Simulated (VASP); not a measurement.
Crystal: AlNi.

```xyz
2
Lattice="2.8617 0.0000 0.0000 0.0000 2.8617 0.0000 0.0000 0.0000 2.8617" Properties=species:S:1:pos:R:3 pbc="T T T"
Ni    1.4308    1.4308    1.4308
Al    0.0000    0.0000    0.0000
```

Program: VASP 6.6.1. Alike in all runs: task single point; spin collinear, ferromagnetic start; cell as given; k mesh 9 × 9 × 9; cutoff (eV) 520; smearing fermi-dirac 0.05 eV.

Task: Order these runs on this cell by their pressure, lowest first.
A. level PBEsol; potentials or basis VASP PAW PBE potentials, release 64 (Ni, Al)
B. level PBE; potentials or basis VASP PAW PBE potentials, release 64 (Ni, Al)
C. level LDA; potentials or basis VASP PAW LDA potentials, release 64 (Ni, Al)

Result: C (-5.2 GPa), A (0.1 GPa), B (5.5 GPa).

Caveats: the cell stands under pressure (at least some runs); the PAW data sets were made with another functional, which shifts forces and pressure a little (at least some runs); the cell stands under tension (at least some runs).
